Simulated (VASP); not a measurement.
# Ir (R-3m) in VASP: single point with PBEsol

Aim: the single point of Ir with PBEsol.

All numbers are computed with VASP 6.6.1; they aren't measurements. Logs are shortened: lines on timing, memory, paths and dates and some standing lists are left out, and cuts for length are marked.

### 1 The cell of the first run

It takes space group R-3m (No. 166, trigonal). Conventional cell: a = 2.673 Å, b = 2.673 Å, c = 6.678 Å, α = 90.00°, β = 90.00°, γ = 120.00°. Within 3.5 Å of Ir (site symmetry -3m) lie 12 Ir at 2.67 to 2.71 Å.

### 2 Single point, PBEsol

The input, INCAR:

```
PREC = Accurate
ENCUT = 560
EDIFF = 1E-6
ISMEAR = 0
SIGMA = 0.1
LREAL = F
LASPH = T
NELM = 120
ALGO = Normal
ISIF = 2
LWAVE = F
LCHARG = F
GGA = PS
NBANDS = 14
GGA_COMPAT = F
```

The input, KPOINTS:

```
regular mesh
0
Gamma
  15 15 15
```

The input, POSCAR:

```
Ir
1.0
    2.6728587958      0.0000000000      0.0000000000
   -1.3364293979      2.3147636179      0.0000000000
    1.3364293979      0.7715878726      2.2260493450
Ir
1
Direct
    0.0000000000      0.0000000000      0.0000000000
```

Potentials or basis: VASP PAW PBE potentials, release 64 (Ir_sv_GW).

Started as:

```console
> cat potpaw_PBE.64/Ir_sv_GW/POTCAR > POTCAR
> mpirun -np 1 vasp_std > vasp.out
```

OUTCAR:

```text
PREC = Accurate
   ENCUT = 560
   EDIFF = 1E-6
   ISMEAR = 0
   LREAL = F
   LASPH = T
   NELM = 120
   ISIF = 2
   GGA = PS

 ion  position               nearest neighbor table
   1  0.000  0.000  0.000-

  LATTYP: Found a trigonal (rhomboedric) cell.
 ALAT       =     2.7086319549
 COS(alpha) =     0.5131198812

  Lattice vectors:

 A1 = (   0.0000000000,  -1.5431757453,   2.2260493450)
 A2 = (   1.3364293979,   0.7715878726,   2.2260493450)
 A3 = (  -1.3364293979,   0.7715878726,   2.2260493450)

Analysis of symmetry for initial positions (statically):
=====================================================================
 Subroutine PRICEL returns:
 Original cell was already a primitive cell.

 Routine SETGRP: Setting up the symmetry group for a
 trigonal (rhombohedral) supercell.

 Subroutine GETGRP returns: Found 12 space group operations
 (whereof 12 operations were pure point group operations)
 out of a pool of 12 trial point group operations.

The static configuration has the point symmetry D_3d.

Analysis of symmetry for dynamics (positions and initial velocities):
=====================================================================
 Subroutine PRICEL returns:
 Original cell was already a primitive cell.

 Routine SETGRP: Setting up the symmetry group for a
 trigonal (rhombohedral) supercell.

 Subroutine GETGRP returns: Found 12 space group operations
 (whereof 12 operations were pure point group operations)
 out of a pool of 12 trial point group operations.

The dynamic configuration has the point symmetry D_3d.

 Subroutine INISYM returns: Found 12 space group operations
 (whereof 12 operations are pure point group operations),
 and found     1 'primitive' translations

----------------------------------------------------------------------------------------

                                     Primitive cell

  volume of cell :      13.7726

  direct lattice vectors                    reciprocal lattice vectors
     2.672858796  0.000000000  0.000000000     0.374131249  0.216004777 -0.299484227
    -1.336429398  2.314763618  0.000000000     0.000000000  0.432009555 -0.149742113
     1.336429398  0.771587873  2.226049345     0.000000000  0.000000000  0.449226340

  length of vectors
     2.672858796  2.672858796  2.708631955     0.525664396  0.457225279  0.449226340

  position of ions in fractional coordinates (direct lattice)
     0.000000000  0.000000000  0.000000000

  ion indices of the primitive-cell ions
   primitive index   ion index
                 1           1

----------------------------------------------------------------------------------------

 KPOINTS: regular mesh

Automatic generation of k-mesh.
 Grid dimensions read from file:
 generate k-points for:   15   15   15

 Generating k-lattice:

  Cartesian coordinates                     Fractional coordinates (reciprocal lattice)
     0.024942083  0.014400318 -0.019965615     0.066666667 -0.000000000  0.000000000
     0.000000000  0.028800637 -0.009982808     0.000000000  0.066666667 -0.000000000
     0.000000000  0.000000000  0.029948423     0.000000000  0.000000000  0.066666667

  Length of vectors
     0.035044293  0.030481685  0.029948423

  Shift w.r.t. Gamma in fractional coordinates (k-lattice)
     0.000000000  0.000000000  0.000000000

 Subroutine IBZKPT returns following result:
 ===========================================

 Found    344 irreducible k-points:

 Following reciprocal coordinates:
            Coordinates               Weight
  0.000000  0.000000  0.000000      1.000000
  0.066667  0.000000  0.000000      6.000000
  0.133333  0.000000  0.000000      6.000000
  0.200000  0.000000  0.000000      6.000000
  0.266667  0.000000  0.000000      6.000000
  0.333333  0.000000  0.000000      6.000000
[... 16 lines left out ...]
  0.400000  0.133333  0.000000     12.000000
 -0.066667  0.133333  0.000000      6.000000
 [... further k-points ...]
   k-points           NKPTS =    344   k-points in BZ     NKDIM =    344   number of bands    NBANDS=     14
   number of dos      NEDOS =    301   number of ions     NIONS =      1
   total plane-waves  NPLWV =  13824
   dimension x,y,z NGX =    24 NGY =   24 NGZ =   24
   dimension x,y,z NGXF=    48 NGYF=   48 NGZF=   48
   ions per type =               1
   NGX,Y,Z   is equivalent  to a cutoff of  14.93, 14.93, 14.73 a.u.
   NGXF,Y,Z  is equivalent  to a cutoff of  29.85, 29.85, 29.46 a.u.
 SYSTEM =  unknown system
   PREC   = accura    normal or accurate (medium, high low for compatibility)
   ISTART =      0    job   : 0-new  1-cont  2-samecut
   ICHARG =      2    charge: 1-file 2-atom 10-const
   ISPIN  =      1    spin polarized calculation?
   LNONCOLLINEAR =      F non collinear calculations
   LSORBIT =      F    spin-orbit coupling
   LASPH  =      T    aspherical Exc in radial PAW
   ENCUT  =  560.0 eV  41.16 Ry    6.42 a.u.   5.16  5.16  5.23*2*pi/ulx,y,z
   NELM   =    120;   NELMIN=  2; NELMDL= -5     # of ELM steps
   EDIFF  = 0.1E-05   stopping-criterion for ELM
   LREAL  =      F    real-space projection
   EDIFFG = 0.1E-04   stopping-criterion for IOM
   NSW    =      0    number of steps for IOM
   IBRION =     -1    ionic relax: 0-MD 1-quasi-New 2-CG
   NFREE  =      0    steps in history (QN), initial steepest desc. (CG)
   ISIF   =      2    stress and relaxation
   ISYM   =      2    0-nonsym 1-usesym 2-fastsym
   POTIM  = 0.5000    time-step for ionic-motion
   TEBEG  =    0.0;   TEEND  =   0.0 temperature during run
   PSTRESS=    0.0 pullay stress
   NELECT =      17.0000    total number of electrons
   NUPDOWN=      -1.0000    fix difference up-down
   EMIN   =  10.00;   EMAX   =-10.00  energy-range for DOS
   EFERMI =   0.00;   METHOD = LEGACY
   ISMEAR =     0;   SIGMA  =   0.10  broadening in eV -4-tet -1-fermi 0-gaus
   EFERMI_NEDOS =   21; number of points for ismear=-14 and -15
   IALGO  =     38    algorithm
   IMIX   =      4    mixing-type and parameters
     AMIX     =   0.40;   BMIX     =  1.00
     AMIX_MAG =   1.60;   BMIX_MAG =  1.00
  volume/ion in A,a.u.               =      13.77        92.94
  Fermi-wavevector in a.u.,A,eV,Ry     =   1.756111  3.318569 41.959363  3.083926
  Thomas-Fermi vector in A             =   2.825725
   LORBIT       =      0    0 simple, 1 ext, 2 COOP (PROOUT), +10 PAW based schemes
   GGA     = PS    functional components
   LHFCALC =     F    Hartree Fock is set to
   AEXX    =    0.0000 exact exchange contribution
   IVDW    =     0    specifies the selected vdW correction
   LEPSILON=     F    determine dielectric tensor
   LRPA    =     F    only Hartree local field effects (RPA)
 non-spin polarized calculation
 Gauss-broadening in eV      SIGMA  =   0.10
  energy-cutoff  :      560.00
  volume of cell :       13.77
 maximum number of plane-waves:       426
 NGX is ok and might be reduce to    24
   NGX = 11   NGY = 11   NGZ = 11

 number of electron      17.0000000 magnetization

 Free energy of the ion-electron system (eV)
  ---------------------------------------------------
  ext. energy  EPLUGINS =         0.00000000
  ---------------------------------------------------
  free energy    TOTEN  =       -10.39399163 eV

  energy without entropy =      -10.38932388  energy(sigma->0) =      -10.39165775

 E-fermi :  13.3230     XC(G=0): -14.8795

 val. band max:       13.3217858181   @ k =  -0.2667   0.2000   0.0667
 cond. band min:      13.3257069071   @ k =  -0.2000   0.1333   0.3333
 fundamental gap:      0.0039210890
 Fermi energy:        13.3230324657

 k-point     1 :       0.0000    0.0000    0.0000
  band No.  band energies     occupation
      1     -79.8441      2.00000
      2     -36.2111      2.00000
      3     -36.1905      2.00000
      4     -36.1905      2.00000
      5       1.8035      2.00000
      6       8.9923      2.00000
      7       9.3046      2.00000
      8       9.3046      2.00000
      9      12.0427      2.00000
     10      12.0427      2.00000
     11      26.7642      0.00000
     12      32.0213      0.00000
     13      32.6367      0.00000
     14      32.6367      0.00000

 k-point     2 :       0.0667    0.0000    0.0000
  band No.  band energies     occupation
      1     -79.8399      2.00000
      2     -36.2387      2.00000
      3     -36.2155      2.00000
      4     -36.2043      2.00000
      5       2.0769      2.00000
      6       8.9294      2.00000
      7       9.3101      2.00000
      8       9.4574      2.00000
      9      11.7942      2.00000
     10      12.1230      2.00000
     11      27.2484      0.00000
     12      31.7308      0.00000
     13      32.4533      0.00000
     14      32.7910      0.00000

 k-point     3 :       0.1333    0.0000    0.0000
  band No.  band energies     occupation
      1     -79.8277      2.00000
      2     -36.3413      2.00000
      3     -36.2591      2.00000
      4     -36.2433      2.00000
      5       2.8581      2.00000
      6       8.4186      2.00000
      7       9.7236      2.00000
      8       9.9107      2.00000
      9      11.1458      2.00000
     10      12.3552      2.00000
     11      28.6050      0.00000
     12      31.0301      0.00000
     13      32.6534      0.00000
     14      33.0808      0.00000
[... 324 lines left out ...]
 k-point    23 :       0.4000    0.1333    0.0000
  band No.  band energies     occupation
      1     -79.7464      2.00000
      2     -36.9707      2.00000
      3     -36.5701      2.00000
      4     -36.5061      2.00000
      5       5.4300      2.00000
      6       6.0524      2.00000
      7      11.9666      2.00000
      8      13.3519      0.68278
      9      14.5562      0.00000
     10      17.8031      0.00000
     11      22.2981      0.00000
     12      25.8809      0.00000
     13      26.0898      0.00000
     14      35.5064      0.00000

 k-point    24 :      -0.0667    0.1333    0.0000
  band No.  band energies     occupation
      1     -79.8354      2.00000
      2     -36.2887      2.00000
      3     -36.2290      2.00000
      4     -36.2078      2.00000
      5       2.3490      2.00000
      6       8.9710      2.00000
      7       9.2328      2.00000
      8       9.5894      2.00000
      9      11.7084      2.00000
     10      12.0540      2.00000
     11      27.7192      0.00000
     12      30.8655      0.00000
     13      32.6426      0.00000
     14      33.5509      0.00000

 [... further k-points ...]

------------------------ aborting loop because EDIFF is reached ----------------------------------------

  FORCE on cell =-STRESS in cart. coord.  units (eV):
  Direction    XX          YY          ZZ          XY          YZ          ZX
  --------------------------------------------------------------------------------------
  -------------------------------------------------------------------------------------
  Total        0.8864596      0.8864596     -0.1656296      0.0000000      0.0000000      0.0000000
  in kB      103.1221800    103.1221800    -19.2677503      0.0000000      0.0000000      0.0000000
  external PRESSURE =      62.3255366 kB  Pullay stress =       0.0000000 kB

 VOLUME and BASIS-vectors are now :
 -----------------------------------------------------------------------------
  energy-cutoff  :      560.00
  volume of cell :       13.77
      direct lattice vectors                 reciprocal lattice vectors
     2.672858796  0.000000000  0.000000000     0.374131249  0.216004777 -0.299484227
    -1.336429398  2.314763618  0.000000000     0.000000000  0.432009555 -0.149742113
     1.336429398  0.771587873  2.226049345     0.000000000  0.000000000  0.449226340

 POSITION                                       TOTAL-FORCE (eV/Angst)
 -----------------------------------------------------------------------------------
      0.00000      0.00000      0.00000         0.000000      0.000000      0.000000
 -----------------------------------------------------------------------------------
    total drift:                               -0.000000      0.000000      0.000000

  FREE ENERGIE OF THE ION-ELECTRON SYSTEM (eV)
  ---------------------------------------------------
  free  energy   TOTEN  =       -10.3939916254 eV

  energy  without entropy=      -10.3893238834  energy(sigma->0) =      -10.39165775
```

It took 22 s on 1 thread of Intel Xeon 6975P-C (Granite Rapids), shared host; peak memory 0.2 GiB.

Results:

```
Free energy            : -10.3940 eV
Pressure               : 6.2 GPa
Band gap on the k mesh : zero (an odd number of electrons rules out a gap without spin polarisation)
```

Caveat: the stress differs along the axes, from -2 to 10 GPa; the PAW data sets were made with another functional, which shifts forces and pressure a little; spin-orbit coupling is left out, which moves the levels of the heavy elements.
